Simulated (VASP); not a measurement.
Input of a VASP 6.6.1 run:

The input INCAR:

```
SYSTEM = CdS
PREC = Accurate ; ENCUT = 520
EDIFF = 1E-6 ; ISMEAR = -1
SIGMA = 0.02 ; LREAL = .False.
LASPH = .True. ; NELM = 80
ALGO = Normal ; ISIF = 2
LWAVE = .False. ; LCHARG = .True.
LELF = .True. ; LVHAR = .True.
NBANDS = 26
```

KPOINTS

```
Automatic mesh
0
Gamma
  8 8 4
  0 0 0
```

Contents of POSCAR:

```
CdS
1.0
    4.1621827776      0.0000000000      0.0000000000
   -2.0810913888      3.6045560206      0.0000000000
    0.0000000000      0.0000000000      6.7936966668
Cd S
2 2
Direct
    0.3333333333      0.6666666667      0.0000000000
    0.6666666667      0.3333333333      0.5000000000
    0.3333333333      0.6666666667      0.3850000000
    0.6666666667      0.3333333333      0.8850000000
```

Potentials or basis: VASP PAW LDA potentials, release 64 (Cd, S).

Run with:

```bash
$ cat potpaw_LDA.64/Cd/POTCAR potpaw_LDA.64/S/POTCAR > POTCAR
$ mpirun -np 1 vasp_std > vasp.out
```

(1) Predict the band gap on the k mesh.

(2) What does it give for the pressure?

(3) Predict the largest force.

## Answers

(1) 0.93 eV, direct.

(2) -3.3 GPa.

(3) 0.228 eV/Å.
